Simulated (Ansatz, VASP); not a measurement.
# Mo: VASP beside Ansatz

File INCAR:

```
ALGO     = Fast           # electronic algorithm
EDIFF    = 1E-7           # SCF threshold, eV
ENCUT    = 520            # plane-wave cutoff, eV
GGA      = PS             # functional
GGA_COMPAT= F            
ISIF     = 2              # what is computed and relaxed
ISMEAR   = -1             # smearing method
LASPH    = T              # aspherical terms in the spheres
LCHARG   = T              # write CHGCAR
LMAXMIX  = 4              # l up to which the mixer works
LNONCOLLINEAR= T              # non-collinear magnetism
LORBIT   = 11             # projections on sites
LORBMOM  = T            
LREAL    = F              # projectors in reciprocal space
LSORBIT  = T              # spin-orbit coupling
LVHAR    = T            
LWAVE    = F              # write WAVECAR
MAGMOM   = 0 0 0          # initial moments
NBANDS   = 25             # bands
NELM     = 150            # most SCF steps
PREC     = Accurate       # precision mode
SIGMA    = 0.05           # smearing width, eV
```

File KPOINTS:

```
k-points
0
Gamma
  11 11 10
```

File POSCAR:

```
Mo
1.0
    2.8244807000     -0.0180516400     -0.0483609000
   -1.4278735300      2.3175461800      0.0145522700
   -0.0451728600     -0.0103847700      2.5373308300
Mo
1
Direct
    0.0000000000      0.0000000000      0.5000000000
```

File input.yaml:

```yaml
crystal:
  lattice:
    - [2.8244807, -0.01805164, -0.0483609]
    - [-1.42787353, 2.31754618, 0.01455227]
    - [-0.04517286, -0.01038477, 2.53733083]
  atoms:
    - { symbol: Mo, position: [0.0, 0.0, 0.5] }
hamiltonian:
  xc: pbesol
  pseudopotentials: { kind: paw_fr }
magnetization:
  noncollinear: true
  spin_orbit: true
kpoints:
  mp_grid: { grid: [11, 11, 10] }
  band_path:
    path:
      - [[0.0, 0.0, 0.5], [0.0, 0.0, 0.0], [-0.5, 0.5, 0.0]]
      - [[-0.5, 0.5, 0.5], [0.0, 0.0, 0.0], [0.0, -0.5, 0.0]]
      - [[0.0, -0.5, 0.5], [0.0, 0.0, 0.0], [-0.5, 0.0, 0.0]]
      - [[-0.5, 0.0, 0.5], [0.0, 0.0, 0.0]]
    npoints: 14
scf:
  occupations: { method: fermi_dirac, width: 0.05 }
  n_extra_bands: 6
output:
  forces: true
  stress: true
  eigenvalues: true
  fatbands: false
```

Alike in both runs: functional PBEsol; k mesh 11 × 11 × 10; occupations fermi-dirac, width 0.05 eV; non-collinear spin, spin-orbit coupling.

|  | VASP | Ansatz |
| --- | --- | --- |
| version | VASP 6.6.1 | Ansatz 0.2.0 |
| potentials or method | VASP PAW PBE potentials, release 64 (Mo_sv) | Ansatz PAW |
| plane-wave cutoff (eV) | 520 | 420 |
| valence electrons in the cell | 14 | 14 |
| task | single point | band structure |

```tsv
	VASP	Ansatz	Ansatz less VASP
pressure (GPa)	-3.4	-3.9	-0.48
traceless stress, the component that is largest in VASP (GPa)	-6.12	-6.22	-0.095
net moment per atom (μB)	0.00	0.00	0.000
```

VASP's potentials were made for PBE, not for PBEsol.
